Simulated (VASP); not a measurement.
# Al18H4C in VASP: notebook

The runs below take Al18H4C through single point, with PBE+D3(BJ).

All numbers are computed with VASP 6.6.1; they aren't measurements. Logs are shortened: lines on timing, memory, paths and dates and some standing lists are left out, and cuts for length are marked.

### 1 The cell of the first run

The cell holds a slab with vacuum, 23 atoms: a = 5.728 Å, b = 8.591 Å, c = 17.677 Å, α = 90.00°, β = 90.00°, γ = 60.00°.

### 2 Single point, PBE+D3(BJ)

Input file INCAR:

```
SYSTEM = Al18H4C
ALGO = Normal
EDIFF = 1E-7
ENCUT = 520
GGA = PE
ISIF = 2
ISMEAR = 0
IVDW = 12
LASPH = .True.
LCHARG = .False.
LREAL = Auto
LWAVE = .False.
NBANDS = 48
NELM = 80
PREC = Accurate
SIGMA = 0.05
```

Input file KPOINTS:

```
k-points
0
Gamma
  3 2 1
  0 0 0
```

Input file POSCAR:

```
Al18H4C
1.0
    5.7275650000      0.0000000000      0.0000000000
    4.2956740000      7.4403250000      0.0000000000
    0.0000000000      0.0000000000     17.6765370000
Al C H
18 1 4
Direct
    0.1666665958      0.1111111410      0.0565722234
    0.6666666831      0.1111111410      0.0565722234
    0.1666667458      0.4444444295      0.0565722234
    0.6666666585      0.4444444295      0.0565722234
    0.1666666204      0.7777778524      0.0565722234
    0.6666667077      0.7777778524      0.0565722234
   -0.1668201063      0.2223022516      0.1882414525
    0.3332771119      0.2222851824      0.1881731133
   -0.1667413446      0.5556524749      0.1878756003
    0.3333225040      0.5556026114      0.1878930245
   -0.1666170965      0.8887767671      0.1878969280
    0.3334148199      0.8888023037      0.1879910075
    0.0001867202     -0.0004447386      0.3196047959
    0.5003474501     -0.0004370777      0.3195416048
   -0.0002959450      0.3336780315      0.3195896346
    0.4996339034      0.3336264209      0.3195990255
   -0.0000057138      0.6668063559      0.3190246483
    0.4999987903      0.6668579666      0.3193264608
    0.8703901252      0.6644549801      0.5211410470
    0.6682391178      0.7600630349      0.5001714420
    0.9293683376      0.5295088588      0.5003655411
    1.0140886702      0.7035762551      0.5003801932
    0.8699550729      0.6646674708      0.5831315263
```

Potentials or basis: VASP PAW PBE potentials, release 64 (Al, C, H).

On the command line:

```console
$ cat potpaw_PBE.64/Al/POTCAR potpaw_PBE.64/C/POTCAR potpaw_PBE.64/H/POTCAR > POTCAR
$ mpirun -np 1 vasp_std > vasp.out
```

OUTCAR:

```text
SYSTEM = Al18H4C
   EDIFF = 1E-7
   ENCUT = 520
   GGA = PE
   ISIF = 2
   ISMEAR = 0
   IVDW = 12
   LASPH = .True.
   LREAL = Auto
   NELM = 80
   PREC = Accurate
 IVDW          = 12

 ion  position               nearest neighbor table
   1  0.167  0.111  0.057-  12 2.85   8 2.85   7 2.86   2 2.86   4 2.86   5 2.86   3 2.86   6 2.86
                             2 2.86
   2  0.667  0.111  0.057-  11 2.85   8 2.85   7 2.85   1 2.86   4 2.86   3 2.86   5 2.86   6 2.86
                             1 2.86
   3  0.167  0.444  0.057-   9 2.85  10 2.85   8 2.85   4 2.86   2 2.86   1 2.86   5 2.86   6 2.86
                             4 2.86
   4  0.667  0.444  0.057-   9 2.85  10 2.85   7 2.85   3 2.86   2 2.86   1 2.86   5 2.86   3 2.86
                             6 2.86
   5  0.167  0.778  0.057-  10 2.85  11 2.85  12 2.85   6 2.86   2 2.86   1 2.86   3 2.86   4 2.86
                             6 2.86
   6  0.667  0.778  0.057-   9 2.85  11 2.85  12 2.85   5 2.86   2 2.86   1 2.86   3 2.86   5 2.86
                             4 2.86
   7  0.833  0.222  0.188-  15 2.85  16 2.85  13 2.85   4 2.85   2 2.85   1 2.86  10 2.86   8 2.86
                             9 2.86   8 2.86  11 2.86  12 2.87
   8  0.333  0.222  0.188-  16 2.85  15 2.85  14 2.85   3 2.85   1 2.85   2 2.85   7 2.86  10 2.86
                             9 2.86   7 2.86  12 2.86  11 2.86
   9  0.833  0.556  0.188-  17 2.85   6 2.85   4 2.85   3 2.85  18 2.85  15 2.85  11 2.86  12 2.86
[... 4 lines left out ...]
                            12 2.86  12 2.86   8 2.86   7 2.86
  12  0.333  0.889  0.188-  18 2.85   6 2.85   5 2.85   1 2.85  14 2.85  13 2.85   9 2.86  10 2.86
                            11 2.86  11 2.86   8 2.86   7 2.87
  13  0.000  1.000  0.320-   7 2.85  12 2.85  11 2.85  17 2.86  18 2.86  14 2.86  14 2.86  16 2.87
                            15 2.87
  14  0.500  1.000  0.320-  12 2.85   8 2.85  11 2.85  18 2.86  17 2.86  13 2.86  13 2.86  16 2.87
                            15 2.87
  15  1.000  0.334  0.320-   7 2.85   8 2.85   9 2.85  18 2.86  17 2.86  16 2.86  16 2.86  14 2.87
                            13 2.87
  16  0.500  0.334  0.320-   7 2.85   8 2.85  10 2.85  17 2.86  15 2.86  18 2.86  15 2.86  14 2.87
                            13 2.87
  17  1.000  0.667  0.319-  11 2.85  10 2.85   9 2.85  13 2.86  14 2.86  16 2.86  15 2.86  18 2.86
                            18 2.86
  18  0.500  0.667  0.319-  12 2.85   9 2.85  10 2.85  14 2.86  13 2.86  15 2.86  17 2.86  16 2.86
                            17 2.86
  19  0.870  0.664  0.521-  23 1.10  21 1.10  20 1.10  22 1.10
  20  0.668  0.760  0.500-  19 1.10
  21  0.929  0.530  0.500-  19 1.10
  22  0.014  0.704  0.500-  19 1.10
  23  0.870  0.665  0.583-  19 1.10

  LATTYP: Found a simple monoclinic cell.
 ALAT       =     5.7275650000
 B/A-ratio  =     3.0862219809
 C/A-ratio  =     1.3228756151
 COS(beta)  =    -0.1889822093

  Lattice vectors:

 A1 = (   5.7275650000,   0.0000000000,   0.0000000000)
 A2 = (   0.0000000000,   0.0000000000, -17.6765370000)
 A3 = (  -1.4318910000,   7.4403250000,   0.0000000000)
[... 181 lines left out ...]
   EFERMI =   0.00;   METHOD = LEGACY
   ISMEAR =     0;   SIGMA  =   0.05  broadening in eV -4-tet -1-fermi 0-gaus
   EFERMI_NEDOS =   21; number of points for ismear=-14 and -15
   IALGO  =     38    algorithm
   IMIX   =      4    mixing-type and parameters
     AMIX     =   0.40;   BMIX     =  1.00
     AMIX_MAG =   1.60;   BMIX_MAG =  1.00
  volume/ion in A,a.u.               =      32.75       221.02
  Fermi-wavevector in a.u.,A,eV,Ry     =   0.712119  1.345709  6.899691  0.507113
  Thomas-Fermi vector in A             =   1.799410
   LORBIT       =      0    0 simple, 1 ext, 2 COOP (PROOUT), +10 PAW based schemes
   GGA     = PE    functional components
   LHFCALC =     F    Hartree Fock is set to
   AEXX    =    0.0000 exact exchange contribution
   IVDW    =    12    specifies the selected vdW correction
   LEPSILON=     F    determine dielectric tensor
   LRPA    =     F    only Hartree local field effects (RPA)
 non-spin polarized calculation
 Gauss-broadening in eV      SIGMA  =   0.05
  energy-cutoff  :      520.00
  volume of cell :      753.28
 maximum number of plane-waves:     20332
 NGX is ok and might be reduce to    42
   NGX = 21   NGY = 31   NGZ = 65

 number of electron      62.0000002 magnetization

 Free energy of the ion-electron system (eV)
  ---------------------------------------------------
  ext. energy  EPLUGINS =         0.00000000
  ---------------------------------------------------
  free energy    TOTEN  =       -87.41193943 eV

  energy without entropy =      -87.38886703  energy(sigma->0) =      -87.40040323

 E-fermi :   0.7361     XC(G=0):  -5.4879

 val. band max:        0.6907908653   @ k =   0.3333   0.5000   0.0000
 cond. band min:       0.8177633735   @ k =   0.0000   0.0000   0.0000
 fundamental gap:      0.1269725082
 Fermi energy:         0.7361220362

 k-point     1 :       0.0000    0.0000    0.0000
  band No.  band energies     occupation
      1     -12.2014      2.00000
      2      -9.5538      2.00000
      3      -7.7530      2.00000
      4      -6.9144      2.00000
      5      -6.9120      2.00000
      6      -5.1940      2.00000
[... 173 lines left out ...]
     42       3.3387      0.00000
     43       3.3420      0.00000
 [bands above 43 left out]

------------------------ aborting loop because EDIFF is reached ----------------------------------------

 Edisp (eV)   -4.28394

 E8    (eV) :    -1.9632

  FORCE on cell =-STRESS in cart. coord.  units (eV):
  Direction    XX          YY          ZZ          XY          YZ          ZX
  --------------------------------------------------------------------------------------
  -------------------------------------------------------------------------------------
  Total     -11.38877   -11.34778    -0.07930     0.01476     0.00869     0.01466
  in kB     -24.22301   -24.13583    -0.16867     0.03139     0.01849     0.03117
  external pressure =      -16.18 kB  Pullay stress =        0.00 kB

 VOLUME and BASIS-vectors are now :
 -----------------------------------------------------------------------------
  energy-cutoff  :      520.00
  volume of cell :      753.28
      direct lattice vectors                 reciprocal lattice vectors
     5.727565000  0.000000000  0.000000000     0.174594265 -0.100802054  0.000000000
     4.295674000  7.440325000  0.000000000     0.000000000  0.134402731  0.000000000
     0.000000000  0.000000000 17.676537000     0.000000000  0.000000000  0.056572167

 POSITION                                       TOTAL-FORCE (eV/Angst)
 -----------------------------------------------------------------------------------
      1.43189      0.82670      1.00000         0.004375      0.000707      0.008810
      4.29567      0.82670      1.00000        -0.003442     -0.000865      0.007283
      2.86378      3.30681      1.00000        -0.002530      0.001276     -0.002441
      5.72757      3.30681      1.00000         0.000110      0.007541      0.001290
      4.29567      5.78692      1.00000         0.000946     -0.003914     -0.003777
      7.15946      5.78692      1.00000        -0.000354     -0.002908     -0.007937
[... 15 lines left out ...]
      3.10303      5.23484      8.84499         0.026248      0.011358     -0.003054
      7.83792      4.94534     10.30775         0.007168     -0.001539      0.020847
 -----------------------------------------------------------------------------------
    total drift:                                0.000191      0.010710     -0.006479

  FREE ENERGIE OF THE ION-ELECTRON SYSTEM (eV)
  ---------------------------------------------------
  free  energy   TOTEN  =       -91.6958842022 eV

  energy  without entropy=      -91.6728117966  energy(sigma->0) =      -91.68434800
```

Wall time 4.9 min (1 thread of AMD EPYC 9R45 (Zen 5), shared host); peak memory 0.79 GiB.

What came out:

```yaml
Free_energy: -91.6959 eV
Largest_force: 0.029 eV/Å
Band_gap_on_the_k_mesh: zero (filled and empty bands touch)
Dispersion_energy_per_atom: -0.186 eV
```

Forces in eV/Å, atoms in the order of the input:
```
Al   0.004  0.001  0.009
Al  -0.003 -0.001  0.007
Al  -0.003  0.001 -0.002
Al   0.000  0.008  0.001
Al   0.001 -0.004 -0.004
Al   0.000 -0.003 -0.008
Al   0.000  0.000  0.001
Al  -0.004 -0.002 -0.003
Al   0.003 -0.004  0.000
Al   0.001  0.001  0.004
Al   0.000  0.001  0.000
Al   0.000  0.000  0.000
Al  -0.002  0.004  0.004
Al   0.001 -0.001 -0.006
Al  -0.002 -0.001 -0.007
Al  -0.002  0.000  0.001
Al   0.001 -0.002 -0.009
Al   0.004 -0.002 -0.002
C   -0.023  0.000  0.009
H   -0.004  0.007 -0.006
H   -0.006 -0.015 -0.007
H    0.026  0.011 -0.003
H    0.007 -0.002  0.021
```

Caveat: the k points lie up to 0.42 Å⁻¹ apart.

### 3 Single point, PBE+D3(BJ)

Input file INCAR:

```
PREC = Accurate
ENCUT = 520
EDIFF = 1E-6
ISMEAR = 0
SIGMA = 0.05
LREAL = Auto
LASPH = T
NELM = 80
ALGO = Normal
ISIF = 2
LWAVE = F
LCHARG = T
GGA = PE
IVDW = 12
LELF = T
LVHAR = T
NBANDS = 48
```

Input file KPOINTS:

```
regular mesh
0
Gamma
  3 2 1
```

Input file POSCAR:

```
Al18H4C
1.0
    5.7275650000      0.0000000000      0.0000000000
    4.2956740000      7.4403250000      0.0000000000
    0.0000000000      0.0000000000     17.6765370000
Al C H
18 1 4
Direct
    0.1666667000      0.1111111000      0.0565722000
    0.6666667000      0.1111111000      0.0565722000
    0.1666667000      0.4444444000      0.0565722000
    0.6666667000      0.4444444000      0.0565722000
    0.1666667000      0.7777778000      0.0565722000
    0.6666667000      0.7777778000      0.0565722000
   -0.1666742307      0.2222766915      0.1881389647
    0.3331311853      0.2223107767      0.1882756282
   -0.1666457285      0.5555777312      0.1879017810
    0.3332268300      0.5556773391      0.1878668351
   -0.1665692327      0.8888151020      0.1880380516
    0.3333669176      0.8887639523      0.1878498528
    0.0004277797     -0.0004333241      0.3195100465
    0.5001064136     -0.0004484895      0.3196363846
   -0.0004011564      0.3336006779      0.3196037301
    0.4997391170      0.3337038535      0.3195849226
    0.0000011248      0.6668838122      0.3194773581
    0.4999919638      0.6667804795      0.3188737072
    0.4953901723      0.6644549985      0.5211410341
    0.2932390592      0.7600630698      0.5001714585
    0.5543683451      0.5295088786      0.5003655595
    0.6390886717      0.7035762122      0.5003802134
    0.4949551311      0.6646675089      0.5831314972
```

Potentials or basis: VASP PAW PBE potentials, release 64 (Al, C, H).

On the command line:

```console
$ cat potpaw_PBE.64/Al/POTCAR potpaw_PBE.64/C/POTCAR potpaw_PBE.64/H/POTCAR > POTCAR
$ mpirun -np 1 vasp_std > vasp.out
```

OUTCAR:

```text
PREC = Accurate
   ENCUT = 520
   EDIFF = 1E-6
   ISMEAR = 0
   LREAL = Auto
   LASPH = T
   NELM = 80
   ISIF = 2
   GGA = PE
   IVDW = 12
 IVDW          = 12

 ion  position               nearest neighbor table
   1  0.167  0.111  0.057-  12 2.85   7 2.85   8 2.86   5 2.86   3 2.86   6 2.86   4 2.86   2 2.86
                             2 2.86
   2  0.667  0.111  0.057-  11 2.85   7 2.85   8 2.86   6 2.86   4 2.86   5 2.86   3 2.86   1 2.86
                             1 2.86
   3  0.167  0.444  0.057-  10 2.85   9 2.85   8 2.86   1 2.86   2 2.86   4 2.86   4 2.86   6 2.86
                             5 2.86
   4  0.667  0.444  0.057-  10 2.85   9 2.85   7 2.85   2 2.86   1 2.86   3 2.86   3 2.86   5 2.86
                             6 2.86
   5  0.167  0.778  0.057-  12 2.85  10 2.85  11 2.85   1 2.86   2 2.86   6 2.86   6 2.86   4 2.86
                             3 2.86
   6  0.667  0.778  0.057-  12 2.85   9 2.85  11 2.85   2 2.86   1 2.86   5 2.86   5 2.86   3 2.86
                             4 2.86
   7  0.833  0.222  0.188-  15 2.85  16 2.85  13 2.85   4 2.85   1 2.85   2 2.85   8 2.86   9 2.86
                            10 2.86  11 2.86  12 2.86   8 2.86
[... 265 lines left out ...]
      2      -9.5543      2.00000
      3      -7.7535      2.00000
      4      -6.9148      2.00000
      5      -6.9124      2.00000
      6      -5.1948      2.00000
[... 173 lines left out ...]
     42       3.3380      0.00000
     43       3.3413      0.00000
 [bands above 43 left out]

------------------------ aborting loop because EDIFF is reached ----------------------------------------

 Edisp (eV)   -4.28387

 E8    (eV) :    -1.9632

  FORCE on cell =-STRESS in cart. coord.  units (eV):
  Direction    XX          YY          ZZ          XY          YZ          ZX
  --------------------------------------------------------------------------------------
  -------------------------------------------------------------------------------------
  Total     -11.38345   -11.34799    -0.09541     0.00349     0.00056     0.00020
  in kB     -24.21169   -24.13628    -0.20293     0.00743     0.00118     0.00044
  external pressure =      -16.18 kB  Pullay stress =        0.00 kB

 VOLUME and BASIS-vectors are now :
 -----------------------------------------------------------------------------
  energy-cutoff  :      520.00
  volume of cell :      753.28
      direct lattice vectors                 reciprocal lattice vectors
     5.727565000  0.000000000  0.000000000     0.174594265 -0.100802054  0.000000000
     4.295674000  7.440325000  0.000000000     0.000000000  0.134402731  0.000000000
     0.000000000  0.000000000 17.676537000     0.000000000  0.000000000  0.056572167

 POSITION                                       TOTAL-FORCE (eV/Angst)
 -----------------------------------------------------------------------------------
      1.43189      0.82670      1.00000        -0.002732      0.000172      0.005564
      4.29567      0.82670      1.00000         0.003631      0.000004      0.010506
      2.86378      3.30681      1.00000        -0.001092      0.006627      0.001312
      5.72757      3.30681      1.00000        -0.001022      0.000859     -0.002793
      4.29567      5.78692      1.00000        -0.003410     -0.001613     -0.007945
      7.15946      5.78692      1.00000         0.004005     -0.004293     -0.003689
[... 15 lines left out ...]
      6.68276      5.23484      8.84499         0.018589      0.005035     -0.004183
      5.69008      4.94534     10.30775        -0.000705     -0.000081      0.021326
 -----------------------------------------------------------------------------------
    total drift:                               -0.000827      0.009916     -0.005565

  FREE ENERGIE OF THE ION-ELECTRON SYSTEM (eV)
  ---------------------------------------------------
  free  energy   TOTEN  =       -91.6972132600 eV

  energy  without entropy=      -91.6741449646  energy(sigma->0) =      -91.68567911
```

OSZICAR:

```text
N       E                     dE             d eps       ncg     rms          rms(c)
DAV:   1     0.189637561756E+03    0.18964E+03   -0.19637E+04   384   0.947E+02
DAV:   2    -0.714095206086E+02   -0.26105E+03   -0.24575E+03   488   0.161E+02
DAV:   3    -0.928786026449E+02   -0.21469E+02   -0.20925E+02   488   0.432E+01
[... 13 lines left out ...]
DAV:  17    -0.874131826483E+02   -0.42750E-03   -0.36522E-05   472   0.139E-02    0.607E-03
DAV:  18    -0.874133191648E+02   -0.13652E-03   -0.14441E-05   456   0.775E-03    0.225E-03
DAV:  19    -0.874133401811E+02   -0.21016E-04   -0.18668E-06   416   0.296E-03    0.108E-03
DAV:  20    -0.874133470491E+02   -0.68680E-05   -0.12372E-06   416   0.218E-03    0.314E-04
DAV:  21    -0.874133478755E+02   -0.82641E-06   -0.84760E-08   336   0.834E-04
   1 F= -.91697213E+02 E0= -.91685679E+02  d E =-.230683E-01
```

It took 3.6 min on 1 thread of Intel Xeon 6975P-C (Granite Rapids), shared host; peak memory 0.81 GiB.

What came out:

| Property | Result |
| --- | --- |
| Free energy | -91.6972 eV |
| Largest force | 0.021 eV/Å |
| Band gap on the k mesh | zero (filled and empty bands touch) |
| Dispersion energy per atom | -0.186 eV |

Forces on the atoms (eV/Å):
```
Al  -0.003  0.000  0.006
Al   0.004  0.000  0.011
Al  -0.001  0.007  0.001
Al  -0.001  0.001 -0.003
Al  -0.003 -0.002 -0.008
Al   0.004 -0.004 -0.004
Al  -0.002 -0.001 -0.001
Al  -0.001 -0.001  0.000
Al   0.002 -0.001  0.002
Al   0.002 -0.002  0.002
Al   0.000  0.000  0.000
Al   0.001  0.002  0.000
Al   0.000  0.003 -0.002
Al  -0.001  0.002 -0.001
Al  -0.002 -0.001 -0.002
Al  -0.001 -0.002 -0.003
Al   0.001 -0.001 -0.004
Al   0.003  0.000 -0.004
C   -0.002  0.001  0.000
H   -0.013  0.012 -0.003
H   -0.005 -0.019 -0.004
H    0.019  0.005 -0.004
H   -0.001  0.000  0.021
```

Caveat: the k points lie up to 0.42 Å⁻¹ apart.
